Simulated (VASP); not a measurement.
Write the native input for VASP 6.6.1 that does the following.

- Task: single point
- Functional: r2SCAN
- Potentials or basis: VASP PAW PBE potentials, release 64 (Ta_sv_GW, N)
- Cutoff: 660 eV
- k mesh: 10 × 10 × 10
- Occupations: fermi-dirac, width 0.05 eV
- Spin: no spin polarisation
- Dipole correction: no
- Second run: valence_matched
- Further INCAR settings: ALGO = Normal; EDIFF = 1e-06; NBANDS = 16

Crystal: TaN.

```
CELL_PARAMETERS angstrom
0.00000 2.21132 2.21132
2.21132 0.00000 2.21132
2.21132 2.21132 0.00000
ATOMIC_POSITIONS crystal
Ta 0.50000 0.50000 0.50000
N 0.00000 0.00000 0.00000
```

The input as run:

POSCAR

```
TaN
1.0
    0.0000000000      2.2113230000      2.2113230000
    2.2113230000      0.0000000000      2.2113230000
    2.2113230000      2.2113230000      0.0000000000
Ta N
1 1
Direct
    0.5000000000      0.5000000000      0.5000000000
    0.0000000000      0.0000000000      0.0000000000
```

INCAR.step1

```
PREC     = Accurate       # precision mode
ENCUT    = 660            # plane-wave cutoff, eV
ISMEAR   = -1             # smearing method
SIGMA    = 0.05           # smearing width, eV
LREAL    = F              # projectors in reciprocal space
LASPH    = T              # aspherical terms in the spheres
NELM     = 120            # most SCF steps
NBANDS   = 16             # bands
GGA      = PE             # functional
ALGO     = Normal         # electronic algorithm
EDIFF    = 1E-5           # SCF threshold, eV
LWAVE    = T              # write WAVECAR
LCHARG   = F              # write CHGCAR
GGA_COMPAT= F
```

INCAR.step2

```
PREC     = Accurate       # precision mode
ENCUT    = 660            # plane-wave cutoff, eV
EDIFF    = 1E-6           # SCF threshold, eV
ISMEAR   = -1             # smearing method
SIGMA    = 0.05           # smearing width, eV
LREAL    = F              # projectors in reciprocal space
LASPH    = T              # aspherical terms in the spheres
NELM     = 120            # most SCF steps
ALGO     = Normal         # electronic algorithm
ISIF     = 2              # what is computed and relaxed
LWAVE    = F              # write WAVECAR
LCHARG   = T              # write CHGCAR
METAGGA  = R2SCAN         # meta-GGA
LMIXTAU  = T            
LELF     = T              # ELF
LVHAR    = T            
NBANDS   = 16             # bands
ISTART   = 1            
GGA_COMPAT= F
```

KPOINTS

```
Automatic mesh
0
Gamma
  10 10 10
```

Potentials or basis: VASP PAW PBE potentials, release 64 (Ta_sv_GW, N).

The run is started by

```console
$ cat potpaw_PBE.64/Ta_sv_GW/POTCAR potpaw_PBE.64/N/POTCAR > POTCAR
$ cp INCAR.step1 INCAR
$ mpirun -np 1 vasp_std > vasp.out
$ cp INCAR.step2 INCAR
$ mpirun -np 1 vasp_std > vasp.out
```

It gave:

```
Pressure               : -6.2 GPa
Band gap on the k mesh : zero (band 9 reaches 15.48 eV, above the bottom of band 10 at 11.50 eV)
```

Caveat: the PAW data sets were made with another functional, which shifts forces and pressure a little; spin-orbit coupling is left out, which moves the levels of the heavy elements.

Run time: 89 s on 1 thread of Intel(R) Xeon(R) Platinum 8375C CPU @ 2.90GHz (Ice Lake), with other jobs on the host, peak memory 0.19 GiB.
